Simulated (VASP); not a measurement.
# Si2W (P6_222) in VASP: relaxation of cell and atoms with LDA

Aim: the relaxation of cell and atoms of Si2W with LDA.

Program: VASP 6.6.1. These are calculated values, not measurements. Logs are shortened: lines on timing, memory, paths and dates and some standing lists are left out, and cuts for length are marked.

### 1 The cell of the first run

The structure is hexagonal, space group P6_222 (No. 180). The conventional cell has a = 4.551 Å, b = 4.551 Å, c = 6.567 Å, α = 90.00°, β = 90.00°, γ = 120.00°. Within 3.4 Å of Si (site symmetry 2) lie 9 Si at 2.54 to 3.19 Å and 5 W at 2.56 to 2.65 Å. Within 3.4 Å of W (site symmetry 222) lie 10 Si at 2.56 to 2.65 Å and 4 W at 3.16 Å.

### 2 Relaxation of cell and atoms, LDA

Contents of INCAR:

```
SYSTEM = Si2W
ALGO = Fast ; EDIFF = 1E-6
EDIFFG = -0.001 ; ENCUT = 600
GGA = CA ; IBRION = 2
ISIF = 3 ; ISMEAR = -1
LASPH = .TRUE. ; LCHARG = .FALSE.
LREAL = .FALSE. ; LWAVE = .FALSE.
NELM = 80 ; NSW = 80
PREC = Accurate ; SIGMA = 0.15
```

Contents of KPOINTS:

```
k-points
0
G
  12 12 8
  0 0 0
```

Contents of POSCAR:

```
Si2W
1.0
    4.5514839264      0.0000000000      0.0000000000
   -2.2757419632      3.9417007052      0.0000000000
    0.0000000000      0.0000000000      6.5671269824
Si W
6 3
Direct
    0.8361180924      0.6722361847      0.5000000000
    0.1638819076      0.8361180924      0.8333333333
    0.6722361847      0.8361180924      0.1666666667
    0.1638819076      0.3277638153      0.5000000000
    0.8361180924      0.1638819076      0.8333333333
    0.3277638153      0.1638819076      0.1666666667
    0.0000000000      0.5000000000      0.1666666667
    0.5000000000      0.5000000000      0.8333333333
    0.5000000000      0.0000000000      0.5000000000
```

Potentials or basis: VASP PAW LDA potentials, release 64 (Si, W_sv).

Command:

```console
cat potpaw_LDA.64/Si/POTCAR potpaw_LDA.64/W_sv/POTCAR > POTCAR
mpirun -np 1 vasp_std > vasp.out
```

OUTCAR:

```text
SYSTEM = Si2W
   EDIFF = 1E-6
   EDIFFG = -0.001
   ENCUT = 600
   GGA = CA
   IBRION = 2
   ISIF = 3
   ISMEAR = -1
   LASPH = .TRUE.
   LREAL = .FALSE.
   NELM = 80
   NSW = 80
   PREC = Accurate

 ion  position               nearest neighbor table
   1  0.836  0.672  0.500-   2 2.54   3 2.54   7 2.56   8 2.56   4 2.58   9 2.62   9 2.62   9 2.65
                             4 2.65   4 2.65   6 3.13   5 3.13
   2  0.164  0.836  0.833-   1 2.54   6 2.54   9 2.56   7 2.56   5 2.58   8 2.62   8 2.62   8 2.65
                             5 2.65   5 2.65   4 3.13   3 3.13
   3  0.672  0.836  0.167-   1 2.54   5 2.54   9 2.56   8 2.56   6 2.58   7 2.62   7 2.62   7 2.65
                             6 2.65   6 2.65   4 3.13   2 3.13
   4  0.164  0.328  0.500-   5 2.54   6 2.54   7 2.56   8 2.56   1 2.58   9 2.62   9 2.62   9 2.65
                             1 2.65   1 2.65   3 3.13   2 3.13
   5  0.836  0.164  0.833-   4 2.54   3 2.54   9 2.56   7 2.56   2 2.58   8 2.62   8 2.62   8 2.65
                             2 2.65   2 2.65   1 3.13   6 3.13
   6  0.328  0.164  0.167-   4 2.54   2 2.54   9 2.56   8 2.56   3 2.58   7 2.62   7 2.62   7 2.65
                             3 2.65   3 2.65   1 3.13   5 3.13
   7  0.000  0.500  0.167-   1 2.56   4 2.56   2 2.56   5 2.56   6 2.62   3 2.62   6 2.62   3 2.62
                             3 2.65   6 2.65   9 3.16   9 3.16   8 3.16   8 3.16
   8  0.500  0.500  0.833-   1 2.56   4 2.56   3 2.56   6 2.56   2 2.62   5 2.62   2 2.62   5 2.62
                             5 2.65   2 2.65   9 3.16   9 3.16   7 3.16   7 3.16
   9  0.500  0.000  0.500-   3 2.56   6 2.56   5 2.56   2 2.56   4 2.62   1 2.62   4 2.62   1 2.62
                             4 2.65   1 2.65   7 3.16   8 3.16   8 3.16   7 3.16

  LATTYP: Found a hexagonal cell.
 ALAT       =     4.5514839264
 C/A-ratio  =     1.4428540425

  Lattice vectors:

 A1 = (   4.5514839264,   0.0000000000,   0.0000000000)
 A2 = (  -2.2757419632,   3.9417007052,   0.0000000000)
 A3 = (   0.0000000000,   0.0000000000,   6.5671269824)

Analysis of symmetry for initial positions (statically):
=====================================================================
 Subroutine PRICEL returns:
 Original cell was already a primitive cell.

 Routine SETGRP: Setting up the symmetry group for a
 hexagonal supercell.

 Subroutine GETGRP returns: Found 12 space group operations
 (whereof  4 operations were pure point group operations)
 out of a pool of 24 trial point group operations.

The static configuration has the point symmetry D_2 .
 The point group associated with its full space group is D_6 .

Analysis of symmetry for dynamics (positions and initial velocities):
=====================================================================
 Subroutine PRICEL returns:
 Original cell was already a primitive cell.

 Routine SETGRP: Setting up the symmetry group for a
 hexagonal supercell.

 Subroutine GETGRP returns: Found 12 space group operations
 (whereof  4 operations were pure point group operations)
 out of a pool of 24 trial point group operations.

The dynamic configuration has the point symmetry D_2 .
 The point group associated with its full space group is D_6 .

 Subroutine INISYM returns: Found 12 space group operations
 (whereof  4 operations are pure point group operations),
 and found     1 'primitive' translations

----------------------------------------------------------------------------------------

                                     Primitive cell

  volume of cell :     117.8181

  direct lattice vectors                    reciprocal lattice vectors
     4.551483926  0.000000000  0.000000000     0.219708565  0.126848799  0.000000000
    -2.275741963  3.941700705  0.000000000     0.000000000  0.253697598  0.000000000
     0.000000000  0.000000000  6.567126982     0.000000000  0.000000000  0.152273590

  length of vectors
     4.551483926  4.551483926  6.567126982     0.253697598  0.253697598  0.152273590

  position of ions in fractional coordinates (direct lattice)
     0.836118092  0.672236185  0.500000000
     0.163881908  0.836118092  0.833333333
     0.672236185  0.836118092  0.166666667
     0.163881908  0.327763815  0.500000000
     0.836118092  0.163881908  0.833333333
     0.327763815  0.163881908  0.166666667
     1.000000000  0.500000000  0.166666667
     0.500000000  0.500000000  0.833333333
     0.500000000  0.000000000  0.500000000

[... 26 lines left out ...]

  Length of vectors
     0.021141466  0.021141466  0.019034199

  Shift w.r.t. Gamma in fractional coordinates (k-lattice)
     0.000000000  0.000000000  0.000000000

 Subroutine IBZKPT returns following result:
 ===========================================

 Found     95 irreducible k-points:

 Following reciprocal coordinates:
            Coordinates               Weight
  0.000000  0.000000  0.000000      1.000000
  0.083333  0.000000  0.000000      6.000000
  0.166667 -0.000000  0.000000      6.000000
  0.250000  0.000000  0.000000      6.000000
  0.333333  0.000000  0.000000      6.000000
  0.416667  0.000000  0.000000      6.000000
[... 16 lines left out ...]
  0.250000  0.000000  0.125000     12.000000
  0.333333  0.000000  0.125000     12.000000
 [... further k-points ...]
   k-points           NKPTS =     95   k-points in BZ     NKDIM =     95   number of bands    NBANDS=     39
   number of dos      NEDOS =    301   number of ions     NIONS =      9
   total plane-waves  NPLWV =  69984
   dimension x,y,z NGX =    36 NGY =   36 NGZ =   54
   dimension x,y,z NGXF=    72 NGYF=   72 NGZF=  108
   ions per type =               6   3
   NGX,Y,Z   is equivalent  to a cutoff of  13.15, 13.15, 13.67 a.u.
   NGXF,Y,Z  is equivalent  to a cutoff of  26.30, 26.30, 27.34 a.u.
 SYSTEM =  Si2W
   PREC   = accura    normal or accurate (medium, high low for compatibility)
   ISTART =      0    job   : 0-new  1-cont  2-samecut
   ICHARG =      2    charge: 1-file 2-atom 10-const
   ISPIN  =      1    spin polarized calculation?
   LNONCOLLINEAR =      F non collinear calculations
   LSORBIT =      F    spin-orbit coupling
   LASPH  =      T    aspherical Exc in radial PAW
   ENCUT  =  600.0 eV  44.10 Ry    6.64 a.u.   9.09  9.09 13.12*2*pi/ulx,y,z
   NELM   =     80;   NELMIN=  2; NELMDL= -5     # of ELM steps
   EDIFF  = 0.1E-05   stopping-criterion for ELM
   LREAL  =      F    real-space projection
   EDIFFG = -.1E-02   stopping-criterion for IOM
   NSW    =     80    number of steps for IOM
   IBRION =      2    ionic relax: 0-MD 1-quasi-New 2-CG
   NFREE  =      1    steps in history (QN), initial steepest desc. (CG)
   ISIF   =      3    stress and relaxation
   ISYM   =      2    0-nonsym 1-usesym 2-fastsym
   POTIM  = 0.5000    time-step for ionic-motion
   TEBEG  =    0.0;   TEEND  =   0.0 temperature during run
   PSTRESS=    0.0 pullay stress
   NELECT =      66.0000    total number of electrons
   NUPDOWN=      -1.0000    fix difference up-down
   EMIN   =  10.00;   EMAX   =-10.00  energy-range for DOS
   EFERMI =   0.00;   METHOD = LEGACY
   ISMEAR =    -1;   SIGMA  =   0.15  broadening in eV -4-tet -1-fermi 0-gaus
   EFERMI_NEDOS =   21; number of points for ismear=-14 and -15
   IALGO  =     68    algorithm
   IMIX   =      4    mixing-type and parameters
     AMIX     =   0.40;   BMIX     =  1.00
     AMIX_MAG =   1.60;   BMIX_MAG =  1.00
  volume/ion in A,a.u.               =      13.09        88.34
  Fermi-wavevector in a.u.,A,eV,Ry     =   1.349539  2.550259 24.779687  1.821256
  Thomas-Fermi vector in A             =   2.477118
   LORBIT       =      0    0 simple, 1 ext, 2 COOP (PROOUT), +10 PAW based schemes
   GGA     = CA    functional components
   LHFCALC =     F    Hartree Fock is set to
   AEXX    =    0.0000 exact exchange contribution
   IVDW    =     0    specifies the selected vdW correction
   LEPSILON=     F    determine dielectric tensor
   LRPA    =     F    only Hartree local field effects (RPA)
 conjugate gradient relaxation of ions
 non-spin polarized calculation
 RMM-DIIS sequential band-by-band and
  energy-cutoff  :      600.00
  volume of cell :      117.82
 maximum number of plane-waves:      3957
   NGX = 19   NGY = 19   NGZ = 27

--------------------------------------- Ionic step        1  -------------------------------------------

 number of electron      66.0000000 magnetization

 Free energy of the ion-electron system (eV)
  ---------------------------------------------------
  ext. energy  EPLUGINS =         0.00000000
  ---------------------------------------------------
  free energy    TOTEN  =       -81.50288988 eV

  energy without entropy =      -81.42333798  energy(sigma->0) =      -81.46311393

------------------------ aborting loop because EDIFF is reached ----------------------------------------

  FORCE on cell =-STRESS in cart. coord.  units (eV):
  Direction    XX          YY          ZZ          XY          YZ          ZX
  --------------------------------------------------------------------------------------
  -------------------------------------------------------------------------------------
  Total        0.7786614      0.7786614      0.4461990      0.0000000     -0.0000000      0.0000000
  in kB       10.5888096     10.5888096      6.0677425      0.0000000     -0.0000000      0.0000000
  external PRESSURE =       9.0817872 kB  Pullay stress =       0.0000000 kB
[... 110 lines left out ...]
  FREE ENERGIE OF THE ION-ELECTRON SYSTEM (eV)
  ---------------------------------------------------
  free  energy   TOTEN  =       -81.5043708818 eV

  energy  without entropy=      -81.4229316301  energy(sigma->0) =      -81.46365126

[... ionic steps 4 to 7 ...]

--------------------------------------- Ionic step        8  -------------------------------------------

 number of electron      66.0000001 magnetization

------------------------ aborting loop because EDIFF is reached ----------------------------------------
[... 81 lines left out ...]
--------------------------------------- Ionic step       10  -------------------------------------------

 number of electron      66.0000001 magnetization

 Free energy of the ion-electron system (eV)
  ---------------------------------------------------
  ext. energy  EPLUGINS =         0.00000000
  ---------------------------------------------------
  free energy    TOTEN  =       -81.50455414 eV

  energy without entropy =      -81.42215066  energy(sigma->0) =      -81.46335240

 E-fermi :  12.7949     XC(G=0): -12.7663

 val. band max:       12.7584786841   @ k =   0.4167   0.0833   0.5000
 cond. band min:      12.8563475752   @ k =   0.5000   0.0000   0.0000
 fundamental gap:      0.0978688911
 Fermi energy:        12.7949316534

 k-point     1 :       0.0000    0.0000    0.0000
  band No.  band energies     occupation
      1     -60.9969      2.00000
      2     -60.9821      2.00000
      3     -60.9821      2.00000
      4     -25.6622      2.00000
      5     -25.6594      2.00000
      6     -25.6594      2.00000
[... 997 lines left out ...]
     38      14.3773      0.00005
     39      15.0913      0.00000

 [... further k-points ...]
[... 5 lines left out ...]
  --------------------------------------------------------------------------------------
  -------------------------------------------------------------------------------------
  Total        0.0003401      0.0003401     -0.0041654     -0.0000000     -0.0000000      0.0000000
  in kB        0.0046071      0.0046071     -0.0564247     -0.0000000     -0.0000000      0.0000000
  external PRESSURE =      -0.0157368 kB  Pullay stress =       0.0000000 kB
[... 24 lines left out ...]
  FREE ENERGIE OF THE ION-ELECTRON SYSTEM (eV)
  ---------------------------------------------------
  free  energy   TOTEN  =       -81.5045541414 eV

  energy  without entropy=      -81.4221506554  energy(sigma->0) =      -81.46335240

 reached required accuracy - stopping structural energy minimisation
```

It took 79 min on 1 thread of Oxide Virtual Turin-like, shared host; peak memory 0.47 GiB.

What came out:

```
Free energy                           : -81.5046 eV
Relaxed volume                        : 13.14 Å³/atom
Relaxed cell                          : a = 4.560 Å, b = 4.560 Å, c = 6.567 Å, α = 90.00°, β = 90.00°, γ = 120.00°
Space group after relaxing (to 0.1 Å) : P6_222 (No. 180)
Energy gained by relaxing             : 0.2 meV/atom
Ionic steps                           : 10
Pressure after relaxing               : 0.0 GPa
Band gap on the k mesh                : zero (bands 33 and 34 overlap by 0.02 eV)
```

The path:
```tsv
step	energy change (eV)	largest force (eV/Å)	pressure (GPa)	volume (Å³)
1	0.0000	0.0291	0.91	117.82
2	0.0025	0.0016	-1.64	119.09
3	-0.0015	0.0182	-0.01	118.30
4	-0.0015	0.0179	-0.11	118.32
5	-0.0015	0.0181	-0.09	118.31
6	-0.0017	0.0052	-0.04	118.29
7	-0.0017	0.0040	-0.04	118.29
8	-0.0017	0.0013	0.07	118.25
9	-0.0017	0.0027	0.02	118.27
10	-0.0017	0.0001	0.00	118.28
```

Final structure:
```
Si W
1.0
     4.56033    0.00000    0.00000
    -2.28017    3.94936    0.00000
     0.00000    0.00000    6.56705
Si W
6 3
Cartesian
  2.2802 2.6566 3.2835
  -1.1606 3.3030 5.4725
  1.1606 3.3030 1.0945
  0.0000 1.2927 3.2835
  3.4408 0.6464 5.4725
  1.1195 0.6464 1.0945
  3.4203 1.9747 1.0945
  1.1401 1.9747 5.4725
  0.0000 3.9494 3.2835
```

Caveat: spin-orbit coupling is left out, which moves the levels of the heavy elements.

The gap in the log of VASP goes by the Fermi energy; the results here count the filled bands.